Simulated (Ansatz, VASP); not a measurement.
## One calculation of GeW, two programs

```xyz
2
Lattice="3.2120 0.0000 0.0000 -1.6060 2.7816 0.0000 0.0000 0.0000 3.6089" Properties=species:S:1:pos:R:3 pbc="T T T"
Ge    0.0000    0.0000    0.0000
W     1.6060    0.9272    1.8044
```

Alike in both runs: functional PBE; k mesh 18 × 18 × 16; occupations gaussian, width 0.1 eV; no spin polarisation.

Ansatz relaxed the structure, and its values are those at the end. VASP's run is a single point on that final structure, the one shown.

|  | VASP | Ansatz |
| --- | --- | --- |
| version | VASP 6.6.1 | Ansatz 0.2.0 |
| potentials or method | VASP PAW PBE potentials, release 64 (Ge_d, W_sv), cutoff 520 eV | scalar-relativistic, plane waves, PAW |
| valence electrons in the cell | 28 | 28 |

Ansatz gave:

```
gap on the k mesh at the Fermi level (eV) : none
pressure (GPa)                            : 0.0
```

Question: Estimate VASP's values.

Answer: gap on the k mesh at the Fermi level (eV): none; pressure (GPa): 0.3.

A gap of «none» marks a metal or a gap that the smearing closes.

Spin-orbit coupling is off throughout.
